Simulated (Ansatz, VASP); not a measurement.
One calculation of Ge, two programs

Contents of INCAR:

```
SYSTEM = Ge
  PREC = Accurate
  ENCUT = 600
  EDIFF = 1E-6
  ISMEAR = 0
  SIGMA = 0.01
  LREAL = .False.
  LASPH = .True.
  NELM = 60
  ALGO = Fast
  ISIF = 3
  LWAVE = .False.
  LCHARG = .False.
  GGA = PE
  IBRION = 2
  NSW = 100
  EDIFFG = -0.01
```

The input KPOINTS:

```
Automatic mesh
0
Gamma
  12 12 6
  0 0 0
```

The input POSCAR:

```
Ge
1.0
    4.0546952968      0.0000000000      0.0000000000
   -2.0273476484      3.5114691316      0.0000000000
    0.0000000000      0.0000000000      6.6865929999
Ge
4
Direct
    0.3333333333      0.6666666667      0.0628017248
    0.6666666667      0.3333333333      0.5628017248
    0.3333333333      0.6666666667      0.4371982752
    0.6666666667      0.3333333333      0.9371982752
```

Input for Ansatz:

```yaml
crystal:
  lattice:
    - [4.0546952968, 0.0, 0.0]
    - [-2.0273476484, 3.5114691316, 0.0]
    - [0.0, 0.0, 6.6865929999]
  atoms:
    - { symbol: Ge, position: [0.3333333333, 0.6666666667, 0.0628017248] }
    - { symbol: Ge, position: [0.6666666667, 0.3333333333, 0.5628017248] }
    - { symbol: Ge, position: [0.3333333333, 0.6666666667, 0.4371982752] }
    - { symbol: Ge, position: [0.6666666667, 0.3333333333, 0.9371982752] }
basis:
  ecutwfc: 420
kpoints:
  mp_grid: { grid: [12, 12, 6] }
hamiltonian:
  xc: pbe
scf:
  occupations: { method: gaussian, width: 0.01 }
output:
  forces: true
  stress: true
  eigenvalues: true
relax:
  adjacent_minimum: "off"
  f_tol: 0.01
  max_steps: 80
  cell: { stress_tol: 0.05 }
```

Alike in both runs: task relaxation of cell and atoms; functional PBE; k mesh 12 × 12 × 6; occupations gaussian, width 0.01 eV; no spin polarisation.

|  | VASP | Ansatz |
| --- | --- | --- |
| version | VASP 6.6.1 | Ansatz 0.2.0 |
| potentials or method | VASP PAW PBE potentials, release 64 (Ge_d), cutoff 600 eV | scalar-relativistic, plane waves, PAW |
| valence electrons in the cell | 56 | 56 |

|  | VASP | Ansatz | Ansatz less VASP |
| --- | --- | --- | --- |
| gap on the k mesh at the Fermi level, each at its own relaxed structure (eV) | none | none | - |
| relaxed volume (Å³/atom) | 23.85 | 23.86 | +0.005 |
| relaxed length of the cell vector where the two differ most in proportion (Å) | 4.057 | 4.058 | +0.0003 |

A gap of «none» marks a metal or a gap that the smearing closes.
